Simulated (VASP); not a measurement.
Write the native input for VASP 6.6.1 that does the following.

| Quantity | Value |
| --- | --- |
| Task | single point |
| Functional | LDA |
| Potentials or basis | VASP PAW LDA potentials, release 64 (Mn_pv, O) |
| Cutoff | 520 eV |
| k mesh | 9 × 9 × 5 |
| Occupations | fermi-dirac, width 0.05 eV |
| Spin | collinear spin, ferromagnetic start |
| Starting moments | [4.0, 4.0, 0.0, 0.0] μB |
| Dipole correction | no |
| Further INCAR settings | ALGO = Normal; EDIFF = 1e-06; NBANDS = 31 |

The structure of MnO lies in POSCAR:

```
MnO
1.0
    3.3717000000      0.0000000000      0.0000000000
   -1.6858500000      2.9199778539      0.0000000000
    0.0000000000      0.0000000000      5.3855000000
Mn O
2 2
Direct
    0.6666666667      0.3333333333      0.5109600000
    0.3333333333      0.6666666667      0.0109600000
    0.6666666667      0.3333333333      0.8754700000
    0.3333333333      0.6666666667      0.3754700000
```

One way to write it, as run:

INCAR

```
PREC = Accurate
ENCUT = 520
EDIFF = 1E-6
ISMEAR = -1
SIGMA = 0.05
LREAL = False
LASPH = True
NELM = 150
ALGO = Normal
ISIF = 2
LWAVE = False
LCHARG = False
ISPIN = 2
MAGMOM = 4 4 0 0
LORBIT = 11
LMAXMIX = 4
GGA = CA
NBANDS = 31
```

KPOINTS

```
Automatic mesh
0
Gamma
  9 9 5
```

Potentials or basis: VASP PAW LDA potentials, release 64 (Mn_pv, O).

The run is started by

```bash
$ cat potpaw_LDA.64/Mn_pv/POTCAR potpaw_LDA.64/O/POTCAR > POTCAR
$ mpirun -np 1 vasp_std > vasp.out
```

It gave:

The pressure is -5.3 GPa, the largest force is 0.557 eV/Å and the net moment is 9.78 μB per cell. The site moments are Mn +4.30; O +0.21 μB and the valence electrons inside the program's atomic spheres are Mn 11.45; O 4.97.

Caveat: the stress differs along the axes, from -7 to -1 GPa; the run started ferromagnetic, and an antiferromagnetic order may lie lower in energy.

Wall time 2.5 min on 1 thread of Intel(R) Xeon(R) Platinum 8375C CPU @ 2.90GHz (Ice Lake), with other jobs on the host, peak memory 0.2 GiB.
